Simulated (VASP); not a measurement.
# NaTiO3: single point with LDA

NaTiO3:

```
Na Ti O
1.0
     3.90233    0.00000    0.00000
     0.00000    3.90233    0.00000
     0.00000    0.00000    3.90233
Na Ti O
1 1 3
Direct
  0.00000 0.00000 0.00000
  0.50000 0.50000 0.50000
  0.50000 0.50000 0.00000
  0.50000 0.00000 0.50000
  0.00000 0.50000 0.50000
```

```json
{
  "Program": "VASP 6.6.1",
  "Task": "single point",
  "Functional": "LDA",
  "Potentials or basis": "VASP PAW LDA potentials, release 64 (Na_pv, Ti_sv, O)",
  "Cutoff": "520 eV",
  "k mesh": "6 × 6 × 6",
  "Occupations": "methfessel-paxton, width 0.1 eV",
  "Spin": "no spin polarisation"
}
```

- Pressure: -10.3 GPa

Levels at points of the mesh, in eV from the Fermi level:
```tsv
k point	band 15	band 16	band 17	band 18	band 19	band 20	band 21	band 22	band 23	band 24
(0.00, 0.00, 0.00)	-0.70	-0.70	-0.21	-0.21	-0.21	2.40	2.40	2.40	4.70	4.70
(0.50, 0.00, 0.00)	-2.09	-2.09	-1.07	-0.35	-0.35	2.45	4.12	4.12	4.70	6.83
(0.50, 0.50, 0.00)	-2.07	-1.52	-1.52	-1.43	0.33	4.13	4.13	4.74	5.70	8.65
(0.50, 0.50, 0.50)	-3.89	-3.89	0.35	0.35	0.35	4.76	4.76	4.76	8.04	8.66
```

It took 21 s on 1 thread of Intel(R) Xeon(R) Platinum 8488C (Sapphire Rapids), with other jobs on the host, peak memory 0.16 GiB.

Caveat: an odd number of electrons without spin polarisation forces a metal; a magnetic or distorted state may lie lower; semilocal functionals often make such compounds metallic where correlation or magnetic order opens a gap, which also shifts bond lengths.
